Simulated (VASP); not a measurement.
# AlGa5Sb6: single point with PBE

AlGa5Sb6:

```xyz
12
Lattice="4.4029 -0.0001 0.0003 -0.0001 4.4034 0.0003 0.0021 0.0008 18.5956" Properties=species:S:1:pos:R:3 pbc="T T T"
Al    0.0001   -0.0008   -0.0001
Ga    0.0016   -0.0010   12.3942
Ga    2.2024    2.2032   15.4893
Ga    2.2029    2.2011    3.1067
Ga    0.0012    0.0005    6.2012
Ga    2.2021    2.2034    9.2983
Sb    2.2029    0.0014   13.9422
Sb    0.0011    2.2018   17.0423
Sb    2.2014   -0.0006    1.5534
Sb    0.0012    2.2021    4.6538
Sb    2.2023    0.0017    7.7499
Sb    0.0006    2.2010   10.8464
```

```yaml
Program: VASP 6.6.1
Task: single point
Functional: PBE
Potentials_or_basis: VASP PAW PBE potentials, release 64 (Al, Ga_d, Sb)
Cutoff: 520 eV
k_mesh: 6 × 6 × 2
Occupations: gaussian, width 0.2 eV
Spin: no spin polarisation
Dipole_correction: no
Further_INCAR_settings: ALGO = Normal; EDIFF = 1e-07; NBANDS = 61
```

```
Pressure      : 0.1 GPa
Largest force : 0.009 eV/Å
```

Forces on the atoms (eV/Å):
```
Al  -0.001  0.001  0.000
Ga  -0.001  0.001  0.002
Ga   0.001 -0.001  0.001
Ga  -0.002  0.000 -0.002
Ga  -0.002  0.000  0.000
Ga   0.000  0.000  0.000
Sb   0.001 -0.001 -0.001
Sb   0.000  0.000 -0.007
Sb   0.002  0.001  0.009
Sb   0.001  0.000  0.000
Sb   0.002 -0.002 -0.001
Sb   0.001  0.001 -0.001
```

Levels at points of the mesh, in eV from the Fermi level:
| k point | band 45 | band 46 | band 47 | band 48 | band 49 | band 50 | band 51 | band 52 | band 53 | band 54 |
| --- | --- | --- | --- | --- | --- | --- | --- | --- | --- | --- |
| (0.00, 0.00, 0.00) | -1.00 | -1.00 | -0.16 | -0.10 | -0.10 | -0.09 | 0.89 | 0.89 | 1.04 | 1.21 |
| (0.50, 0.00, 0.00) | -1.22 | -1.19 | -1.17 | -1.16 | -1.16 | 0.82 | 0.87 | 0.88 | 1.19 | 1.85 |
| (0.00, 0.50, 0.00) | -1.22 | -1.19 | -1.17 | -1.16 | -1.16 | 0.82 | 0.87 | 0.88 | 1.19 | 1.85 |
| (0.50, 0.50, 0.00) | -2.86 | -2.45 | -2.45 | -2.45 | -2.44 | 0.82 | 1.05 | 1.23 | 1.23 | 2.39 |
| (0.00, 0.00, 0.50) | -1.30 | -0.46 | -0.46 | -0.38 | -0.38 | 0.79 | 0.86 | 0.99 | 1.15 | 1.19 |
| (0.50, 0.00, 0.50) | -1.20 | -1.16 | -1.15 | -1.14 | -1.12 | 0.23 | 0.45 | 1.59 | 1.61 | 1.62 |
| (0.00, 0.50, 0.50) | -1.19 | -1.16 | -1.15 | -1.14 | -1.12 | 0.23 | 0.46 | 1.59 | 1.61 | 1.62 |
| (0.50, 0.50, 0.50) | -2.65 | -2.60 | -2.60 | -2.60 | -2.60 | 1.23 | 1.39 | 1.39 | 1.59 | 1.59 |

Wall time 8.4 min on 1 thread of Intel(R) Xeon(R) 6975P-C (Granite Rapids), with other jobs on the host, peak memory 0.88 GiB.

Caveat: spin-orbit coupling is left out, which moves the levels of the heavy elements.
